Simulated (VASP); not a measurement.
Write the native input for VASP 6.6.1 that does the following.

* Task: single point
* Functional: PBE
* Potentials or basis: VASP PAW PBE potentials, release 64 (Li_sv)
* Cutoff: 520 eV
* k mesh: 16 × 16 × 16
* Occupations: gaussian, width 0.1 eV
* Spin: no spin polarisation
* Dipole correction: no
* Further INCAR settings: ALGO = Normal; EDIFF = 1e-06; NBANDS = 8

The structure of Li lies in POSCAR:

```
Li
1.0
    0.0000000000      2.2402707600      2.2402707600
    2.2402707600      0.0000000000      2.2402707600
    2.2402707600      2.2402707600      0.0000000000
Li
1
Direct
    0.0000000000      0.0000000000      0.0000000000
```

This cell differs from its parent crystal: strained.

These files were run (other wordings do the same):

INCAR

```
SYSTEM = Li
PREC = Accurate
ENCUT = 520
EDIFF = 1E-6
ISMEAR = 0
SIGMA = 0.1
LREAL = .FALSE.
LASPH = .TRUE.
NELM = 60
ALGO = Normal
ISIF = 2
LWAVE = .FALSE.
LCHARG = .FALSE.
GGA = PE
NBANDS = 8
```

KPOINTS

```
Automatic mesh
0
G
  16 16 16
  0 0 0
```

Potentials or basis: VASP PAW PBE potentials, release 64 (Li_sv).

The run is started by

```console
$ cat potpaw_PBE.64/Li_sv/POTCAR > POTCAR
$ mpirun -np 1 vasp_std > vasp.out
```

Run time: 9.3 s on 1 thread of Intel Xeon 6975P-C (shared host), peak memory 0.14 GiB.
